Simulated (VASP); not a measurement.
Crystal: CsPbBr3.

```
Pb Cs Br
1.0
     5.55708    0.00000    0.00000
     0.00000    5.55708    0.00000
     0.00000    0.00000    5.55708
Pb Cs Br
1 1 3
Direct
  0.50000 0.50000 0.50000
  0.00000 0.00000 0.00000
  0.00000 0.50000 0.50000
  0.50000 0.00000 0.50000
  0.50000 0.50000 0.00000
```

Base run:

| Quantity | Value |
| --- | --- |
| Program | VASP 6.6.1 |
| Functional | PBE |
| Dispersion | D4 |
| Potentials or basis | VASP PAW PBE potentials, release 64 (Pb_d, Cs_sv, Br) |
| Cutoff | 520 eV |
| k mesh | 3 × 3 × 3 |
| Occupations | fermi-dirac, width 0.1 eV |
| Spin | no spin polarisation |

Its results: band gap on the k mesh 3.93 eV, indirect (least direct gap 4.01 eV); pressure 5.7 GPa.

**Question.** The run is repeated on the same cell with these changes: dispersion from D4 to none. What comes out?

**Answer.** Band gap on the k mesh 3.93 eV, indirect (least direct gap 4.01 eV); pressure 6.8 GPa.

Dispersion adds attraction, which lowers the pressure at fixed volume and, as a term added to the energy, leaves the levels alone.

Caveats: spin-orbit coupling is left out, which moves the levels of the heavy elements.

A k mesh can miss the band edges.
